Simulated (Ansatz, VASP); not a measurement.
## SiC2 in VASP and in Ansatz

```xyz
3
Lattice="0.0000 2.4559 3.6690 1.7346 0.0000 3.6690 1.7346 2.4559 0.0000" Properties=species:S:1:pos:R:3 pbc="T T T"
Si    1.7346    2.4559    3.6690
C     0.8673    1.2280    2.5171
C     0.8673    1.2280    1.1520
```

Change from the starting cell: the structure that the rattled rutile type (P4_2/mnm, No. 136) fell into.

Alike in both runs: functional PBE; k mesh 18 × 18 × 18; occupations gaussian, width 0.1 eV; no spin polarisation.

Ansatz relaxed the structure, and its values are those at the end. VASP's run is a single point on that final structure, the one shown.

|  | VASP | Ansatz |
| --- | --- | --- |
| version | VASP 6.6.1 | Ansatz 0.2.0 |
| potentials or method | VASP PAW PBE potentials, release 64 (Si, C), cutoff 520 eV | scalar-relativistic, plane waves, PAW |
| valence electrons in the cell | 12 | 12 |

Ansatz gave:

```
gap on the k mesh at the Fermi level (eV) : none
pressure (GPa)                            : 0.0
rms of the force components (eV/Å)        : 0.001
```

Task: What did VASP give for the same quantities?

Result: gap on the k mesh at the Fermi level (eV): none; pressure (GPa): 0.0; rms of the force components (eV/Å): 0.030.

A gap of «none» marks a metal or a gap that the smearing closes. With one functional, cell and mesh, what is left measures potentials, basis and numerics.
